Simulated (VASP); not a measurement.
# Be5Sn2Cl2 (P4/mmm) in VASP: single point with PBE

Aim: the single point of Be5Sn2Cl2 with PBE.

Program: VASP 6.6.1. These are calculated values, not measurements. Logs are shortened: lines on timing, memory, paths and dates and some standing lists are left out, and cuts for length are marked.

## Step 1: The cell of the first run

The structure is tetragonal, space group P4/mmm (No. 123). Conventional cell: a = 3.983 Å, b = 3.983 Å, c = 8.111 Å, α = 90.00°, β = 90.00°, γ = 90.00°. Be (site symmetry 2mm) has 2 Cl at 2.01 Å within 2.7 Å. Within 2.5 Å of Be (site symmetry 4/mmm) lie 2 Cl at 1.92 Å. Within 3.6 Å of Sn (site symmetry 4/mmm) lie 8 Be at 2.74 Å and 8 Cl at 3.53 Å. Within 3.7 Å of Sn (site symmetry 4/mmm) lie 12 Be at 2.82 to 2.94 Å and 8 Cl at 3.41 Å. Cl (site symmetry 4mm) has 5 Be at 1.92 to 2.01 Å within 2.5 Å.

## Step 2: Single point, PBE

INCAR

```
  PREC = Accurate
  ENCUT = 520
  EDIFF = 1E-6
  ISMEAR = 0
  SIGMA = 0.1
  LREAL = False
  LASPH = True
  NELM = 80
  ALGO = Normal
  ISIF = 2
  LWAVE = False
  LCHARG = True
  GGA = PE
  LELF = True
  LVHAR = True
  NBANDS = 36
```

KPOINTS

```
regular mesh
0
Gamma
  4 4 2
```

POSCAR

```
Be5Sn2Cl2
1.0
    3.9825502400      0.0000000000      0.0000000000
    0.0000000000      3.9825502400      0.0000000000
    0.0000000000      0.0000000000      8.1112997300
Be Sn Cl
5 2 2
Direct
    0.0000000000      0.5000000000      0.7673884600
    0.0000000000      0.5000000000      0.2326115400
    0.5000000000      0.5000000000      0.5000000000
    0.5000000000      0.0000000000      0.7673884600
    0.5000000000      0.0000000000      0.2326115400
    0.0000000000      0.0000000000      0.0000000000
    0.0000000000      0.0000000000      0.5000000000
    0.5000000000      0.5000000000      0.7368544300
    0.5000000000      0.5000000000      0.2631455700
```

Potentials or basis: VASP PAW PBE potentials, release 64 (Be, Sn_d, Cl).

Run with:

```sh
> cat potpaw_PBE.64/Be/POTCAR potpaw_PBE.64/Sn_d/POTCAR potpaw_PBE.64/Cl/POTCAR > POTCAR
> mpirun -np 1 vasp_std > vasp.out
```

OUTCAR:

```text
PREC = Accurate
   ENCUT = 520
   EDIFF = 1E-6
   ISMEAR = 0
   LREAL = False
   LASPH = True
   NELM = 80
   ISIF = 2
   GGA = PE

 ion  position               nearest neighbor table
   1  0.000  0.500  0.767-   8 2.01   8 2.01   6 2.74   6 2.74   7 2.94   7 2.94
   2  0.000  0.500  0.233-   9 2.01   9 2.01   6 2.74   6 2.74   7 2.94   7 2.94
   3  0.500  0.500  0.500-   8 1.92   9 1.92   7 2.82   7 2.82   7 2.82   7 2.82
   4  0.500  0.000  0.767-   8 2.01   8 2.01   6 2.74   6 2.74   7 2.94   7 2.94
   5  0.500  0.000  0.233-   9 2.01   9 2.01   6 2.74   6 2.74   7 2.94   7 2.94
   6  0.000  0.000  0.000-   1 2.74   2 2.74   4 2.74   5 2.74   1 2.74   2 2.74   4 2.74   5 2.74

   7  0.000  0.000  0.500-   3 2.82   3 2.82   3 2.82   3 2.82   5 2.94   1 2.94   2 2.94   2 2.94
                             1 2.94   4 2.94   5 2.94   4 2.94
   8  0.500  0.500  0.737-   3 1.92   1 2.01   4 2.01   4 2.01   1 2.01
   9  0.500  0.500  0.263-   3 1.92   2 2.01   5 2.01   5 2.01   2 2.01

  LATTYP: Found a simple tetragonal cell.
 ALAT       =     3.9825502400
 C/A-ratio  =     2.0367099575

  Lattice vectors:

 A1 = (   3.9825502400,   0.0000000000,   0.0000000000)
 A2 = (   0.0000000000,   3.9825502400,   0.0000000000)
 A3 = (   0.0000000000,   0.0000000000,   8.1112997300)

Analysis of symmetry for initial positions (statically):
=====================================================================
 Subroutine PRICEL returns:
 Original cell was already a primitive cell.

 Routine SETGRP: Setting up the symmetry group for a
 simple tetragonal supercell.

 Subroutine GETGRP returns: Found 16 space group operations
 (whereof 16 operations were pure point group operations)
 out of a pool of 16 trial point group operations.

The static configuration has the point symmetry D_4h.

Analysis of symmetry for dynamics (positions and initial velocities):
=====================================================================
 Subroutine PRICEL returns:
 Original cell was already a primitive cell.

 Routine SETGRP: Setting up the symmetry group for a
 simple tetragonal supercell.

 Subroutine GETGRP returns: Found 16 space group operations
 (whereof 16 operations were pure point group operations)
 out of a pool of 16 trial point group operations.

The dynamic configuration has the point symmetry D_4h.

 Subroutine INISYM returns: Found 16 space group operations
 (whereof 16 operations are pure point group operations),
 and found     1 'primitive' translations

----------------------------------------------------------------------------------------

                                     Primitive cell

  volume of cell :     128.6509

  direct lattice vectors                    reciprocal lattice vectors
     3.982550240  0.000000000  0.000000000     0.251095389  0.000000000  0.000000000
     0.000000000  3.982550240  0.000000000     0.000000000  0.251095389  0.000000000
     0.000000000  0.000000000  8.111299730     0.000000000  0.000000000  0.123284804

  length of vectors
     3.982550240  3.982550240  8.111299730     0.251095389  0.251095389  0.123284804

  position of ions in fractional coordinates (direct lattice)
     0.000000000  0.500000000  0.767388460
     0.000000000  0.500000000  0.232611540
     0.500000000  0.500000000  0.500000000
     0.500000000  0.000000000  0.767388460
     0.500000000  0.000000000  0.232611540
     0.000000000  0.000000000  0.000000000
     0.000000000  0.000000000  0.500000000
     0.500000000  0.500000000  0.736854430
     0.500000000  0.500000000  0.263145570

  ion indices of the primitive-cell ions
   primitive index   ion index
                 1           1
                 2           2
                 3           3
                 4           4
                 5           5
                 6           6
                 7           7
                 8           8
                 9           9

----------------------------------------------------------------------------------------

 KPOINTS: regular mesh

Automatic generation of k-mesh.
 Grid dimensions read from file:
 generate k-points for:    4    4    2

 Generating k-lattice:

  Cartesian coordinates                     Fractional coordinates (reciprocal lattice)
     0.062773847  0.000000000  0.000000000     0.250000000  0.000000000  0.000000000
     0.000000000  0.062773847  0.000000000     0.000000000  0.250000000  0.000000000
     0.000000000  0.000000000  0.061642402     0.000000000  0.000000000  0.500000000

  Length of vectors
     0.062773847  0.062773847  0.061642402

  Shift w.r.t. Gamma in fractional coordinates (k-lattice)
     0.000000000  0.000000000  0.000000000

 Subroutine IBZKPT returns following result:
 ===========================================

 Found     12 irreducible k-points:

 Following reciprocal coordinates:
            Coordinates               Weight
  0.000000  0.000000  0.000000      1.000000
  0.250000  0.000000  0.000000      4.000000
  0.500000  0.000000  0.000000      2.000000
  0.250000  0.250000  0.000000      4.000000
  0.500000  0.250000  0.000000      4.000000
  0.500000  0.500000  0.000000      1.000000
  0.000000  0.000000  0.500000      1.000000
  0.250000  0.000000  0.500000      4.000000
  0.500000  0.000000  0.500000      2.000000
  0.250000  0.250000  0.500000      4.000000
  0.500000  0.250000  0.500000      4.000000
  0.500000  0.500000  0.500000      1.000000
   k-points           NKPTS =     12   k-points in BZ     NKDIM =     12   number of bands    NBANDS=     36
   number of dos      NEDOS =    301   number of ions     NIONS =      9
   total plane-waves  NPLWV =  54000
   dimension x,y,z NGX =    30 NGY =   30 NGZ =   60
   dimension x,y,z NGXF=    60 NGYF=   60 NGZF=  120
   ions per type =               5   2   2
   NGX,Y,Z   is equivalent  to a cutoff of  12.52, 12.52, 12.30 a.u.
   NGXF,Y,Z  is equivalent  to a cutoff of  25.05, 25.05, 24.59 a.u.
 SYSTEM =  unknown system
   PREC   = accura    normal or accurate (medium, high low for compatibility)
   ISTART =      0    job   : 0-new  1-cont  2-samecut
   ICHARG =      2    charge: 1-file 2-atom 10-const
   ISPIN  =      1    spin polarized calculation?
   LNONCOLLINEAR =      F non collinear calculations
   LSORBIT =      F    spin-orbit coupling
   LASPH  =      T    aspherical Exc in radial PAW
   ENCUT  =  520.0 eV  38.22 Ry    6.18 a.u.   7.40  7.40 15.08*2*pi/ulx,y,z
   NELM   =     80;   NELMIN=  2; NELMDL= -5     # of ELM steps
   EDIFF  = 0.1E-05   stopping-criterion for ELM
   LREAL  =      F    real-space projection
   EDIFFG = 0.1E-04   stopping-criterion for IOM
   NSW    =      0    number of steps for IOM
   IBRION =     -1    ionic relax: 0-MD 1-quasi-New 2-CG
   NFREE  =      0    steps in history (QN), initial steepest desc. (CG)
   ISIF   =      2    stress and relaxation
   ISYM   =      2    0-nonsym 1-usesym 2-fastsym
   POTIM  = 0.5000    time-step for ionic-motion
   TEBEG  =    0.0;   TEEND  =   0.0 temperature during run
   PSTRESS=    0.0 pullay stress
   NELECT =      52.0000    total number of electrons
   NUPDOWN=      -1.0000    fix difference up-down
   EMIN   =  10.00;   EMAX   =-10.00  energy-range for DOS
   EFERMI =   0.00;   METHOD = LEGACY
   ISMEAR =     0;   SIGMA  =   0.10  broadening in eV -4-tet -1-fermi 0-gaus
   EFERMI_NEDOS =   21; number of points for ismear=-14 and -15
   IALGO  =     38    algorithm
   IMIX   =      4    mixing-type and parameters
     AMIX     =   0.40;   BMIX     =  1.00
     AMIX_MAG =   1.60;   BMIX_MAG =  1.00
  volume/ion in A,a.u.               =      14.29        96.46
  Fermi-wavevector in a.u.,A,eV,Ry     =   1.210426  2.287374 19.934323  1.465131
  Thomas-Fermi vector in A             =   2.345973
   LORBIT       =      0    0 simple, 1 ext, 2 COOP (PROOUT), +10 PAW based schemes
   GGA     = PE    functional components
   LHFCALC =     F    Hartree Fock is set to
   AEXX    =    0.0000 exact exchange contribution
   IVDW    =     0    specifies the selected vdW correction
   LEPSILON=     F    determine dielectric tensor
   LRPA    =     F    only Hartree local field effects (RPA)
 non-spin polarized calculation
 Gauss-broadening in eV      SIGMA  =   0.10
  energy-cutoff  :      520.00
  volume of cell :      128.65
 maximum number of plane-waves:      3494
 NGX is ok and might be reduce to    30
   NGX = 15   NGY = 15   NGZ = 31

 number of electron      52.0000016 magnetization

 Free energy of the ion-electron system (eV)
  ---------------------------------------------------
  ext. energy  EPLUGINS =         0.00000000
  ---------------------------------------------------
  free energy    TOTEN  =       -22.00610339 eV

  energy without entropy =      -21.99028678  energy(sigma->0) =      -21.99819508

 E-fermi :   8.2807     XC(G=0): -10.4616

 val. band max:        8.2424180364   @ k =   0.0000   0.0000   0.0000
 cond. band min:       8.3405026656   @ k =   0.2500   0.0000   0.0000
 fundamental gap:      0.0980846292
 Fermi energy:         8.2806559057

 k-point     1 :       0.0000    0.0000    0.0000
  band No.  band energies     occupation
      1     -12.6282      2.00000
      2     -12.6150      2.00000
      3     -12.6150      2.00000
      4     -12.5968      2.00000
      5     -12.5887      2.00000
      6     -12.5802      2.00000
[... 28 lines left out ...]
     35      13.4879      0.00000
     36      13.4883      0.00000

 k-point     2 :       0.2500    0.0000    0.0000
  band No.  band energies     occupation
      1     -12.6829      2.00000
      2     -12.6167      2.00000
      3     -12.6140      2.00000
      4     -12.5961      2.00000
      5     -12.5934      2.00000
      6     -12.5912      2.00000
[... 28 lines left out ...]
     35      12.1862      0.00000
     36      13.5582      0.00000
[... 349 lines left out ...]
     35      12.4769      0.00000
     36      13.0915      0.00000

 k-point    12 :       0.5000    0.5000    0.5000
  band No.  band energies     occupation
      1     -12.7005      2.00000
      2     -12.6493      2.00000
      3     -12.6265      2.00000
      4     -12.6265      2.00000
      5     -12.5858      2.00000
      6     -12.5858      2.00000
[... 28 lines left out ...]
     35      12.9305      0.00000
     36      13.1051      0.00000

------------------------ aborting loop because EDIFF is reached ----------------------------------------

  FORCE on cell =-STRESS in cart. coord.  units (eV):
  Direction    XX          YY          ZZ          XY          YZ          ZX
  --------------------------------------------------------------------------------------
  -------------------------------------------------------------------------------------
  Total       12.9723847     12.9723847      2.9777990      0.0000000     -0.0000000      0.0000000
  in kB      161.5538921    161.5538921     37.0845472      0.0000000     -0.0000000      0.0000000
  external PRESSURE =     120.0641105 kB  Pullay stress =       0.0000000 kB

 VOLUME and BASIS-vectors are now :
 -----------------------------------------------------------------------------
  energy-cutoff  :      520.00
  volume of cell :      128.65
      direct lattice vectors                 reciprocal lattice vectors
     3.982550240  0.000000000  0.000000000     0.251095389  0.000000000  0.000000000
     0.000000000  3.982550240  0.000000000     0.000000000  0.251095389  0.000000000
     0.000000000  0.000000000  8.111299730     0.000000000  0.000000000  0.123284804

 POSITION                                       TOTAL-FORCE (eV/Angst)
 -----------------------------------------------------------------------------------
      0.00000      1.99128      6.22452         0.000000     -0.000000      0.674636
      0.00000      1.99128      1.88678         0.000000     -0.000000     -0.674636
      1.99128      1.99128      4.05565         0.000000     -0.000000      0.000000
      1.99128      0.00000      6.22452         0.000000     -0.000000      0.674636
      1.99128      0.00000      1.88678         0.000000     -0.000000     -0.674636
      0.00000      0.00000      0.00000         0.000000     -0.000000      0.000000
      0.00000      0.00000      4.05565         0.000000     -0.000000      0.000000
      1.99128      1.99128      5.97685        -0.000000      0.000000      0.617534
      1.99128      1.99128      2.13445         0.000000      0.000000     -0.617534
 -----------------------------------------------------------------------------------
    total drift:                               -0.000000      0.000000     -0.000000

  FREE ENERGIE OF THE ION-ELECTRON SYSTEM (eV)
  ---------------------------------------------------
  free  energy   TOTEN  =       -22.0061033868 eV

  energy  without entropy=      -21.9902867798  energy(sigma->0) =      -21.99819508
```

It took 35 s on 1 thread of AMD EPYC 9R45 (Zen 5), shared host; peak memory 0.2 GiB.

What came out:

| Quantity | Value |
| --- | --- |
| Free energy | -22.0061 eV |
| Pressure | 12.0 GPa |
| Largest force | 0.675 eV/Å |
| Band gap on the k mesh | zero (band 26 reaches 8.97 eV, above the bottom of band 27 at 8.24 eV) |

Forces in eV/Å, atoms in the order of the input:
```
Be   0.000  0.000  0.675
Be   0.000  0.000 -0.675
Be   0.000  0.000  0.000
Be   0.000  0.000  0.675
Be   0.000  0.000 -0.675
Sn   0.000  0.000  0.000
Sn   0.000  0.000  0.000
Cl   0.000  0.000  0.618
Cl   0.000  0.000 -0.618
```

Stress tensor (GPa, compression positive):
```
16.16  0.00  0.00
 0.00 16.16  0.00
 0.00  0.00  3.71
```

Caveat: the k points lie up to 0.39 Å⁻¹ apart; spin-orbit coupling is left out, which moves the levels of the heavy elements.
